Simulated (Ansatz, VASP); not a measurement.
**Ag in VASP and in Ansatz**

INCAR

```
SYSTEM = Ag
PREC = Accurate
ENCUT = 520
EDIFF = 1E-6
ISMEAR = 0
SIGMA = 0.15
LREAL = .FALSE.
LASPH = .TRUE.
NELM = 80
ALGO = Normal
ISIF = 2
LWAVE = .FALSE.
LCHARG = .TRUE.
GGA = PS
LELF = .TRUE.
LVHAR = .TRUE.
NBANDS = 18
```

The input KPOINTS:

```
regular mesh
0
G
  18 18 10
  0 0 0
```

File POSCAR:

```
Ag
1.0
    2.6955982340      0.0000000000      0.0000000000
   -1.3477991170      2.3344565490      0.0000000000
    0.0000000000      0.0000000000      5.1732000000
Ag
2
Direct
    0.3333333333      0.6666666667      0.2500000000
    0.6666666667      0.3333333333      0.7500000000
```

Input for Ansatz:

```yaml
crystal:
  lattice:
    - [2.695598234, 0.0, 0.0]
    - [-1.347799117, 2.334456549, 0.0]
    - [0.0, 0.0, 5.1732]
  atoms:
    - { symbol: Ag, position: [0.3333333333, 0.6666666667, 0.25] }
    - { symbol: Ag, position: [0.6666666667, 0.3333333333, 0.75] }
basis:
  ecutwfc: 420
kpoints:
  mp_grid: { grid: [18, 18, 10] }
hamiltonian:
  xc: pbesol
scf:
  occupations: { method: gaussian, width: 0.15 }
output:
  forces: true
  stress: true
  eigenvalues: true
```

Change from the starting cell: strain -0.080 along x and y, +0.080 along z, atoms carried along.

Alike in both runs: task single point; functional PBEsol; k mesh 18 × 18 × 10; occupations gaussian, width 0.15 eV; no spin polarisation.

```csv
,VASP,Ansatz
version,VASP 6.6.1,Ansatz 0.2.0
potentials or method,"VASP PAW PBE potentials, release 64 (Ag), cutoff 520 eV","scalar-relativistic, plane waves, PAW"
valence electrons in the cell,22,38
```

|  | VASP | Ansatz | Ansatz less VASP |
| --- | --- | --- | --- |
| gap on the k mesh at the Fermi level (eV) | none | none | - |
| pressure (GPa) | 7.2 | 7.5 | +0.31 |
| traceless stress, the component that is largest in VASP (GPa) | -14.47 | -14.59 | -0.118 |

VASP's potentials were made for PBE, not for PBEsol. A gap of «none» marks a metal or a gap that the smearing closes. VASP's potentials hold 22 valence electrons a cell and Ansatz's 38, so a difference there can come from the potentials and not from the codes.
